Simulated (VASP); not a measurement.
Write the native input for VASP 6.6.1 that does the following.

```yaml
Task: single point
Functional: PBE
Potentials_or_basis: VASP PAW PBE potentials, release 64 (Ge_d)
Cutoff: 520 eV
k_mesh: 17 × 17 × 15
Occupations: fermi-dirac, width 0.1 eV
Spin: no spin polarisation
Dipole_correction: no
Further_INCAR_settings: ALGO = Normal; EDIFF = 1e-06; NBANDS = 13
```

The structure of Ge lies in POSCAR:

```
Ge
1.0
    2.1746935663      0.0000000000      0.0000000000
   -1.0873467831      1.8833398738      0.0000000000
    0.0000000000      0.0000000000      2.0357299820
Ge
1
Direct
    0.0000000000      0.0000000000      0.0000000000
```

This cell differs from its parent crystal: volume scaled by 0.43.

One way to write it, as run:

INCAR

```
PREC = Accurate ; ENCUT = 520
EDIFF = 1E-6 ; ISMEAR = -1
SIGMA = 0.1 ; LREAL = False
LASPH = True ; NELM = 60
ALGO = Normal ; ISIF = 2
LWAVE = False ; LCHARG = False
GGA = PE ; NBANDS = 13
```

KPOINTS

```
Automatic mesh
0
Gamma
  17 17 15
```

Potentials or basis: VASP PAW PBE potentials, release 64 (Ge_d).

The run is started by

```bash
$ cat potpaw_PBE.64/Ge_d/POTCAR > POTCAR
$ mpirun -np 1 vasp_std > vasp.out
```

Results of the run:

The pressure is 392.4 GPa. The band gap on the k mesh is zero (band 7 reaches 32.26 eV, above the bottom of band 8 at 13.67 eV).

It took 5.6 s on 1 thread of Intel(R) Xeon(R) 6975P-C (Granite Rapids), with other jobs on the host, peak memory 0.13 GiB.
